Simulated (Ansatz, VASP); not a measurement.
One calculation of ZnSe, two programs

```
CELL_PARAMETERS angstrom
3.74430 0.00000 0.00000
0.00000 3.74430 0.00000
0.00000 0.00000 6.19210
ATOMIC_POSITIONS crystal
Zn 0.00000 0.00000 0.00000
Zn 0.50000 0.50000 0.00000
Se 0.00000 0.50000 0.26817
Se 0.50000 0.00000 0.73183
```

Alike in both runs: task single point; functional PBEsol; k mesh 8 × 8 × 6; occupations gaussian, width 0.05 eV; no spin polarisation.

|  | VASP | Ansatz |
| --- | --- | --- |
| version | VASP 6.6.1 | Ansatz 0.2.0 |
| potentials or method | VASP PAW PBE potentials, release 64 (Zn, Se), cutoff 520 eV | scalar-relativistic, plane waves, PAW |
| valence electrons in the cell | 36 | 56 |

|  | VASP | Ansatz | Ansatz less VASP |
| --- | --- | --- | --- |
| gap on the k mesh at the Fermi level (eV) | 1.42 | 1.41 | -0.011 |
| least direct gap on the mesh (eV) | 1.42 | 1.41 | -0.011 |
| pressure (GPa) | 2.8 | 2.5 | -0.34 |
| traceless stress, the component that is largest in VASP (GPa) | -6.66 | -6.70 | -0.041 |
| rms of the force components (eV/Å) | 0.246 | 0.270 | +0.0238 |

VASP's potentials were made for PBE, not for PBEsol, and Ansatz warns of the same on its side. Atom by atom the forces differ by 0.024 eV/Å (rms over components). With one functional, cell and mesh, what is left measures potentials, basis and numerics. VASP's potentials hold 36 valence electrons a cell and Ansatz's 56, so a difference there can come from the potentials and not from the codes.
